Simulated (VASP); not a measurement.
# Cr3As2 (R-3m) in VASP: relaxation of cell and atoms with PBE

Aim: the relaxation of cell and atoms of Cr3As2 with PBE.

Program: VASP 6.6.1. These are calculated values, not measurements. Logs are shortened: lines on timing, memory, paths and dates and some standing lists are left out, and cuts for length are marked.

### Step 1. The cell of the first run

The structure is trigonal, space group R-3m (No. 166). Conventional cell: a = 6.087 Å, b = 6.087 Å, c = 8.296 Å, α = 90.00°, β = 90.00°, γ = 120.00°. Cr (site symmetry 2/m) has 4 As at 2.24 to 3.04 Å and 4 Cr at 3.04 Å within 3.1 Å. As (site symmetry -3m) has 6 Cr at 2.24 Å within 3.0 Å. As (site symmetry -3m) has 12 Cr at 3.04 to 3.28 Å and 8 As at 3.78 to 4.15 Å within 4.2 Å.

The cell was generated, and may not be a known phase.

### Step 2. Relaxation of cell and atoms, PBE, collinear spin, ferromagnetic start

File INCAR:

```
ALGO = Normal
EDIFF = 1E-7
EDIFFG = -0.08
ENCUT = 500
GGA = PE
GGA_COMPAT = F
IBRION = 2
ISIF = 3
ISMEAR = 0
ISPIN = 2
LASPH = T
LCHARG = F
LMAXMIX = 4
LORBIT = 11
LREAL = F
LWAVE = F
MAGMOM = 3 3 3 0 0
NELM = 200
NELMIN = 4
NSW = 36
PREC = Accurate
SIGMA = 0.2
```

File KPOINTS:

```
k-points
0
Gamma
  4 4 4
```

File POSCAR:

```
Cr3As2
1.0
    3.0433404700      1.7570734400      2.7651985400
   -3.0433404700      1.7570734400      2.7651985400
    0.0000000000     -3.5141468700      2.7651985400
Cr As
3 2
Direct
    0.0000000000      0.5000000000      0.5000000000
    0.5000000000      0.0000000000      0.5000000000
    0.5000000000      0.5000000000      0.0000000000
    0.5000000000      0.5000000000      0.5000000000
    0.0000000000      0.0000000000      0.0000000000
```

Potentials or basis: VASP PAW PBE potentials, release 64 (Cr_pv, As).

Run with:

```bash
cat potpaw_PBE.64/Cr_pv/POTCAR potpaw_PBE.64/As/POTCAR > POTCAR
mpirun -np 1 vasp_std > vasp.out
```

OUTCAR:

```text
EDIFF = 1E-7
   EDIFFG = -0.08
   ENCUT = 500
   GGA = PE
   IBRION = 2
   ISIF = 3
   ISMEAR = 0
   ISPIN = 2
   LASPH = T
   LORBIT = 11
   LREAL = F
   NELM = 200
   NELMIN = 4
   NSW = 36
   PREC = Accurate

 ion  position               nearest neighbor table
   1  0.000  0.500  0.500-   4 2.24   4 2.24   5 3.04   5 3.04   3 3.04   3 3.04   2 3.04   2 3.04

   2  0.500  0.000  0.500-   4 2.24   4 2.24   5 3.04   3 3.04   3 3.04   5 3.04   1 3.04   1 3.04

   3  0.500  0.500  0.000-   4 2.24   4 2.24   2 3.04   1 3.04   2 3.04   1 3.04   5 3.04   5 3.04

   4  0.500  0.500  0.500-   3 2.24   3 2.24   1 2.24   2 2.24   2 2.24   1 2.24
   5  0.000  0.000  0.000-   1 3.04   2 3.04   1 3.04   2 3.04   3 3.04   3 3.04

  LATTYP: Found a trigonal (rhomboedric) cell.
 ALAT       =     4.4716385426
 COS(alpha) =     0.0736018129

  Lattice vectors:

 A1 = (   3.0433404700,   1.7570734400,   2.7651985400)
 A2 = (  -3.0433404700,   1.7570734400,   2.7651985400)
 A3 = (   0.0000000000,  -3.5141468700,   2.7651985400)

Analysis of symmetry for initial positions (statically):
=====================================================================
 Subroutine PRICEL returns:
 Original cell was already a primitive cell.

 Routine SETGRP: Setting up the symmetry group for a
 trigonal (rhombohedral) supercell.

 Subroutine GETGRP returns: Found 12 space group operations
 (whereof 12 operations were pure point group operations)
 out of a pool of 12 trial point group operations.

The static configuration has the point symmetry D_3d.

Analysis of symmetry for dynamics (positions and initial velocities):
=====================================================================
 Subroutine PRICEL returns:
 Original cell was already a primitive cell.

 Routine SETGRP: Setting up the symmetry group for a
 trigonal (rhombohedral) supercell.

 Subroutine GETGRP returns: Found 12 space group operations
 (whereof 12 operations were pure point group operations)
 out of a pool of 12 trial point group operations.

The dynamic configuration has the point symmetry D_3d.

Analysis of structural, dynamic, and magnetic symmetry:
=====================================================================
 Subroutine PRICEL returns:
 Original cell was already a primitive cell.

 Routine SETGRP: Setting up the symmetry group for a
 trigonal (rhombohedral) supercell.

 Subroutine GETGRP returns: Found 12 space group operations
 (whereof 12 operations were pure point group operations)
 out of a pool of 12 trial point group operations.

The overall configuration has the point symmetry D_3d.

 Subroutine INISYM returns: Found 12 space group operations
 (whereof 12 operations are pure point group operations),
 and found     1 'primitive' translations

----------------------------------------------------------------------------------------

                                     Primitive cell

  volume of cell :      88.7193

  direct lattice vectors                    reciprocal lattice vectors
     3.043340470  1.757073440  2.765198540     0.164293153  0.094854696  0.120545895
    -3.043340470  1.757073440  2.765198540    -0.164293153  0.094854696  0.120545895
     0.000000000 -3.514146870  2.765198540     0.000000000 -0.189709392  0.120545895

  length of vectors
     4.471638543  4.471638543  4.471638535     0.224768695  0.224768695  0.224768695

  position of ions in fractional coordinates (direct lattice)
     0.000000000  0.500000000  0.500000000
     0.500000000  0.000000000  0.500000000
     0.500000000  0.500000000  0.000000000
     0.500000000  0.500000000  0.500000000
     0.000000000  0.000000000  0.000000000

  ion indices of the primitive-cell ions
   primitive index   ion index
                 1           1
                 2           2
                 3           3
                 4           4
                 5           5

----------------------------------------------------------------------------------------

 KPOINTS: k-points

Automatic generation of k-mesh.
 Grid dimensions read from file:
 generate k-points for:    4    4    4

 Generating k-lattice:

  Cartesian coordinates                     Fractional coordinates (reciprocal lattice)
     0.041073288  0.023713674  0.030136474     0.250000000  0.000000000  0.000000000
    -0.041073288  0.023713674  0.030136474     0.000000000  0.250000000  0.000000000
     0.000000000 -0.047427348  0.030136474     0.000000000  0.000000000  0.250000000

  Length of vectors
     0.056192174  0.056192174  0.056192174

  Shift w.r.t. Gamma in fractional coordinates (k-lattice)
     0.000000000  0.000000000  0.000000000

 Subroutine IBZKPT returns following result:
 ===========================================

 Found     13 irreducible k-points:

 Following reciprocal coordinates:
            Coordinates               Weight
  0.000000  0.000000  0.000000      1.000000
  0.250000  0.000000  0.000000      6.000000
  0.500000  0.000000  0.000000      3.000000
  0.250000  0.250000  0.000000      6.000000
  0.500000  0.250000  0.000000     12.000000
 -0.250000  0.250000  0.000000      6.000000
  0.500000  0.500000  0.000000      3.000000
  0.250000  0.250000  0.250000      2.000000
  0.500000  0.250000  0.250000      6.000000
 -0.250000  0.250000  0.250000      6.000000
  0.500000  0.500000  0.250000      6.000000
 -0.250000  0.500000  0.250000      6.000000
  0.500000  0.500000  0.500000      1.000000
   k-points           NKPTS =     13   k-points in BZ     NKDIM =     13   number of bands    NBANDS=     32
   number of dos      NEDOS =    301   number of ions     NIONS =      5
   total plane-waves  NPLWV =  46656
   dimension x,y,z NGX =    36 NGY =   36 NGZ =   36
   dimension x,y,z NGXF=    72 NGYF=   72 NGZF=   72
   ions per type =               3   2
   NGX,Y,Z   is equivalent  to a cutoff of  13.38, 13.38, 13.38 a.u.
   NGXF,Y,Z  is equivalent  to a cutoff of  26.77, 26.77, 26.77 a.u.
 SYSTEM =  unknown system
   PREC   = accura    normal or accurate (medium, high low for compatibility)
   ISTART =      0    job   : 0-new  1-cont  2-samecut
   ICHARG =      2    charge: 1-file 2-atom 10-const
   ISPIN  =      2    spin polarized calculation?
   LNONCOLLINEAR =      F non collinear calculations
   LSORBIT =      F    spin-orbit coupling
   LASPH  =      T    aspherical Exc in radial PAW
   ENCUT  =  500.0 eV  36.75 Ry    6.06 a.u.   8.15  8.15  8.15*2*pi/ulx,y,z
   NELM   =    200;   NELMIN=  4; NELMDL= -5     # of ELM steps
   EDIFF  = 0.1E-06   stopping-criterion for ELM
   LREAL  =      F    real-space projection
   EDIFFG = -.8E-01   stopping-criterion for IOM
   NSW    =     36    number of steps for IOM
   IBRION =      2    ionic relax: 0-MD 1-quasi-New 2-CG
   NFREE  =      1    steps in history (QN), initial steepest desc. (CG)
   ISIF   =      3    stress and relaxation
   ISYM   =      2    0-nonsym 1-usesym 2-fastsym
   POTIM  = 0.5000    time-step for ionic-motion
   TEBEG  =    0.0;   TEEND  =   0.0 temperature during run
   PSTRESS=    0.0 pullay stress
   NELECT =      46.0000    total number of electrons
   NUPDOWN=      -1.0000    fix difference up-down
   EMIN   =  10.00;   EMAX   =-10.00  energy-range for DOS
   EFERMI =   0.00;   METHOD = LEGACY
   ISMEAR =     0;   SIGMA  =   0.20  broadening in eV -4-tet -1-fermi 0-gaus
   EFERMI_NEDOS =   21; number of points for ismear=-14 and -15
   IALGO  =     38    algorithm
   IMIX   =      4    mixing-type and parameters
     AMIX     =   0.40;   BMIX     =  1.00
     AMIX_MAG =   1.60;   BMIX_MAG =  1.00
  volume/ion in A,a.u.               =      17.74       119.74
  Fermi-wavevector in a.u.,A,eV,Ry     =   1.315189  2.485346 23.534291  1.729722
  Thomas-Fermi vector in A             =   2.445389
   LORBIT       =     11    0 simple, 1 ext, 2 COOP (PROOUT), +10 PAW based schemes
   GGA     = PE    functional components
   LHFCALC =     F    Hartree Fock is set to
   AEXX    =    0.0000 exact exchange contribution
   IVDW    =     0    specifies the selected vdW correction
   LEPSILON=     F    determine dielectric tensor
   LRPA    =     F    only Hartree local field effects (RPA)
 conjugate gradient relaxation of ions
 spin polarized calculation
 Gauss-broadening in eV      SIGMA  =   0.20
  energy-cutoff  :      500.00
  volume of cell :       88.72
 maximum number of plane-waves:      2269
 NGX is ok and might be reduce to    36
   NGX = 17   NGY = 17   NGZ = 17

--------------------------------------- Ionic step        1  -------------------------------------------

 number of electron      46.0000041 magnetization       9.6735269

 number of electron      46.0000041 magnetization      10.3304399

 Free energy of the ion-electron system (eV)
  ---------------------------------------------------
  ext. energy  EPLUGINS =         0.00000000
  ---------------------------------------------------
  free energy    TOTEN  =       -33.83279172 eV

  energy without entropy =      -33.74582112  energy(sigma->0) =      -33.78930642

------------------------ aborting loop because EDIFF is reached ----------------------------------------

  FORCE on cell =-STRESS in cart. coord.  units (eV):
  Direction    XX          YY          ZZ          XY          YZ          ZX
  --------------------------------------------------------------------------------------
  -------------------------------------------------------------------------------------
  Total        6.4363340      6.4363340      7.8574864     -0.0000000      0.0000000     -0.0000000
  in kB      116.2334513    116.2334509    141.8979749     -0.0000000      0.0000002     -0.0000000
  external PRESSURE =     124.7882924 kB  Pullay stress =       0.0000000 kB
[... 28 lines left out ...]
 number of electron      46.0000048 magnetization       9.0890864

 number of electron      46.0000048 magnetization      11.7782343

 E-fermi :   5.1415     XC(G=0):  -9.9660

 val. band max:        5.1306327306   @ k =   0.2500   0.0000   0.0000
 cond. band min:       5.1542638861   @ k =   0.0000   0.0000   0.0000
 fundamental gap:      0.0236311555
 Fermi energy:         5.1415203475

 spin component 1

 k-point     1 :       0.0000    0.0000    0.0000
  band No.  band energies     occupation
      1     -39.2129      1.00000
      2     -39.1897      1.00000
      3     -39.1897      1.00000
      4     -39.0826      1.00000
      5     -39.0745      1.00000
      6     -39.0745      1.00000
[... 940 lines left out ...]
--------------------------------------- Ionic step        3  -------------------------------------------

 number of electron      46.0000038 magnetization      11.6560777

 Free energy of the ion-electron system (eV)
  ---------------------------------------------------
  ext. energy  EPLUGINS =         0.00000000
  ---------------------------------------------------
  free energy    TOTEN  =       -34.40244211 eV

  energy without entropy =      -34.36095949  energy(sigma->0) =      -34.38170080

 E-fermi :   5.3420     XC(G=0): -10.0757

 val. band max:        5.3045716192   @ k =   0.5000   0.5000   0.5000
 cond. band min:       5.3847657299   @ k =  -0.2500   0.2500   0.0000
 fundamental gap:      0.0801941106
 Fermi energy:         5.3420454075

 spin component 1

 k-point     1 :       0.0000    0.0000    0.0000
  band No.  band energies     occupation
      1     -39.0036      1.00000
      2     -38.9792      1.00000
      3     -38.9792      1.00000
      4     -38.8653      1.00000
      5     -38.8574      1.00000
      6     -38.8574      1.00000
[... 934 lines left out ...]
  FREE ENERGIE OF THE ION-ELECTRON SYSTEM (eV)
  ---------------------------------------------------
  free  energy   TOTEN  =       -34.4024421060 eV

  energy  without entropy=      -34.3609594905  energy(sigma->0) =      -34.38170080

 reached required accuracy - stopping structural energy minimisation

 total charge

# of ion       s       p       d       tot
------------------------------------------
    1        0.223   6.169   4.191  10.582
    2        0.223   6.169   4.191  10.582
    3        0.223   6.169   4.191  10.582
    4        1.204   1.795   0.075   3.074
    5        1.290   1.275   0.012   2.577
--------------------------------------------------
tot          3.162  21.576  12.659  37.397

 magnetization (x)

# of ion       s       p       d       tot
------------------------------------------
    1        0.045   0.035   3.588   3.668
    2        0.045   0.035   3.588   3.668
    3        0.045   0.035   3.588   3.668
    4       -0.026  -0.170   0.048  -0.149
    5        0.040  -0.288   0.007  -0.241
--------------------------------------------------
tot          0.149  -0.354  10.818  10.614
```

Wall time 2.6 min (1 thread of Oxide Virtual Turin-like, shared host); peak memory 0.23 GiB.

What came out:

* Free energy: -34.4024 eV
* Relaxed volume: 21.03 Å³/atom
* Relaxed cell: a = 4.735 Å, b = 4.735 Å, c = 4.735 Å, α = 85.32°, β = 85.32°, γ = 85.32°
* Space group after relaxing (to 0.1 Å): R-3m (No. 166)
* Energy gained by relaxing: 113.9 meV/atom
* Ionic steps: 3
* Pressure after relaxing: 0.0 GPa
* Net moment: 11.66 μB per cell
* Site moments: Cr +3.67; As -0.15, -0.24 μB
* Valence electrons inside the program's atomic spheres: Cr 10.58; As 3.07, 2.58

Stress tensor (GPa, compression positive):
```
-0.18  0.00  0.00
 0.00 -0.18  0.00
 0.00  0.00  0.41
```

Step by step:
```csv
step,energy change (eV),largest force (eV/Å),pressure (GPa),volume (Å³)
1,0.0000,0.0000,12.48,88.72
2,-0.5606,0.0000,-1.19,107.67
3,-0.5697,0.0000,0.02,105.15
```

Final structure:
```
Cr As
1.0
     3.20855    1.85245    2.94845
    -3.20855    1.85245    2.94845
     0.00000   -3.70491    2.94845
Cr As
3 2
Direct
  0.00000 0.50000 0.50000
  0.50000 0.00000 0.50000
  0.50000 0.50000 0.00000
  0.50000 0.50000 0.50000
  0.00000 0.00000 0.00000
```

Caveat: the volume moved by over 15 % at a fixed basis, so the end points are rough; the highest band is partly filled, so the run has too few bands; the run started ferromagnetic, and an antiferromagnetic order may lie lower in energy.
